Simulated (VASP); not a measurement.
Crystal: BiAsS.

```
Bi As S
1.0
     5.04260    0.00000    0.00000
     0.00000    5.04260    0.00000
     0.00000    0.00000    6.30700
Bi As S
2 2 2
Direct
  0.50000 0.00000 0.36298
  0.00000 0.50000 0.63702
  0.50000 0.50000 0.00000
  0.00000 0.00000 0.00000
  0.50000 0.50000 0.50000
  0.00000 0.00000 0.50000
```

The cell was built from a structure type or drawn by symmetry, and may not be a known phase.

```yaml
Program: VASP 6.6.1
Task: relaxation of cell and atoms
Functional: PBE
Potentials_or_basis: VASP PAW PBE potentials, release 64 (Bi_d, As, S)
Cutoff: 600 eV
k_mesh: 4 × 4 × 4
Occupations: gaussian, width 0.1 eV
Spin: no spin polarisation
```

At the start: pressure 4.5 GPa; volume 26.73 Å³/atom.

Question: How do energy, volume and symmetry change on relaxing?

Answer: Over 24 steps the energy falls by 326.1 meV/atom and the volume is 26.29 Å³/atom (-1.6 %); space group P4/nmm (No. 129, to 0.1 Å) before and after.

The path:
| step | energy change (eV) | largest force (eV/Å) | pressure (GPa) | volume (Å³) |
| --- | --- | --- | --- | --- |
| 1 | 0.0000 | 2.4128 | 4.48 | 160.37 |
| 2 | -0.4968 | 1.3474 | -2.80 | 178.34 |
| 3 | -0.4970 | 1.3823 | -2.57 | 177.62 |
| 4 | -0.8376 | 1.1069 | -1.94 | 172.20 |
| 5 | -1.2329 | 0.0436 | 1.79 | 156.60 |
| 6 | -1.2463 | 0.1314 | 1.00 | 158.99 |
| 7 | -1.3853 | 0.1502 | -0.59 | 162.10 |
| 8 | -1.6789 | 0.3170 | -4.05 | 170.85 |
| 9 | -1.6777 | 0.2694 | -3.74 | 169.69 |
| 10 | -1.6950 | 0.2888 | -3.76 | 169.74 |
| 11 | -1.7320 | 0.3312 | -3.81 | 169.85 |
| 12 | -1.7466 | 0.3432 | -3.71 | 169.87 |
| 13 | -1.7500 | 0.3478 | -3.77 | 169.89 |
| 14 | -1.7811 | 0.3502 | -3.44 | 168.60 |
| 15 | -1.8567 | 0.3537 | -2.36 | 164.77 |
| 16 | -1.9211 | 0.3500 | 0.21 | 157.29 |
| 17 | -1.9211 | 0.3494 | 0.31 | 157.04 |
| 18 | -1.9254 | 0.3305 | 0.30 | 157.06 |
| 19 | -1.9357 | 0.2710 | 0.27 | 157.13 |
| 20 | -1.9439 | 0.1398 | 0.19 | 157.26 |
| 21 | -1.9479 | 0.1181 | -0.01 | 157.73 |
| 22 | -1.9525 | 0.0511 | -0.54 | 159.02 |
| 23 | -1.9558 | 0.0325 | -0.31 | 158.34 |
| 24 | -1.9569 | 0.0136 | -0.09 | 157.73 |

Final structure:
```cif
data_structure
_symmetry_space_group_name_H-M 'P 1'
_symmetry_Int_Tables_number 1
_cell_length_a 5.4016
_cell_length_b 5.4016
_cell_length_c 5.4058
_cell_angle_alpha 90.000
_cell_angle_beta 90.000
_cell_angle_gamma 90.000
_cell_volume 157.73
loop_
_atom_site_label
_atom_site_type_symbol
_atom_site_fract_x
_atom_site_fract_y
_atom_site_fract_z
_atom_site_occupancy
Bi1 Bi 0.50000 0.00000 0.25609 1
Bi2 Bi 0.00000 0.50000 0.74391 1
As1 As 0.50000 0.50000 0.00000 1
As2 As 0.00000 0.00000 0.00000 1
S1 S 0.50000 0.50000 0.50000 1
S2 S 0.00000 0.00000 0.50000 1
```
